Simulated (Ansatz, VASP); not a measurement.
Two plane-wave programs on Al

```xyz
1
Lattice="2.7825 0.0000 0.0000 -1.3913 2.4097 0.0000 0.0000 0.0000 2.7866" Properties=species:S:1:pos:R:3 pbc="T T T"
Al    0.0000    0.0000    0.0000
```

Alike in both runs: functional PBE; k mesh 9 × 9 × 6; occupations gaussian, width 0.1 eV; no spin polarisation.

Ansatz relaxed the structure, and its values are those at the end. VASP's run is a single point on that final structure, the one shown.

```csv
,VASP,Ansatz
version,VASP 6.6.1,Ansatz 0.2.0
potentials or method,"VASP PAW PBE potentials, release 64 (Al), cutoff 520 eV","scalar-relativistic, plane waves, PAW"
valence electrons in the cell,3,3
```

```tsv
	VASP	Ansatz	Ansatz less VASP
gap on the k mesh at the Fermi level (eV)	none	none	-
pressure (GPa)	0.0	0.0	+0.02
```

A gap of «none» marks a metal or a gap that the smearing closes.

The k mesh is coarse, so the values compare programs but aren't converged.
